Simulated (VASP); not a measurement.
Input of a VASP 6.6.1 run:

File INCAR:

```
SYSTEM = Co
PREC = Accurate
ENCUT = 690
EDIFF = 1E-6
ISMEAR = -1
SIGMA = 0.05
LREAL = .False.
LASPH = .True.
NELM = 200
ALGO = Normal
ISIF = 2
LWAVE = .False.
LCHARG = .False.
LNONCOLLINEAR = .True.
MAGMOM = 0.641 0.024 0.225 2.11 -0.426 0.499
LORBIT = 11
LMAXMIX = 4
GGA = PE
NBANDS = 46
GGA_COMPAT = .False.
```

The input KPOINTS:

```
Automatic mesh
0
Gamma
  9 9 5
  0 0 0
```

POSCAR

```
Co
1.0
    2.4873648738      0.0000000000      0.0000000000
   -1.2436824369      2.1541211692      0.0000000000
    0.0000000000      0.0000000000      4.0632895034
Co
2
Direct
    0.3333333333      0.6666666667      0.7401390000
    0.6666666667      0.3333333333      0.2598610000
```

Potentials or basis: VASP PAW PBE potentials, release 64 (Co_sv).

Launch:

```bash
$ cat potpaw_PBE.64/Co_sv/POTCAR > POTCAR
$ mpirun -np 1 vasp_ncl > vasp.out
```

Question: Predict the net moment.

Answer: 3.10 μB per cell.

Question: Estimate the pressure.

Answer: -2.0 GPa.

Forces on the atoms (eV/Å):
```
Co   0.000  0.000  0.502
Co   0.000  0.000 -0.502
```
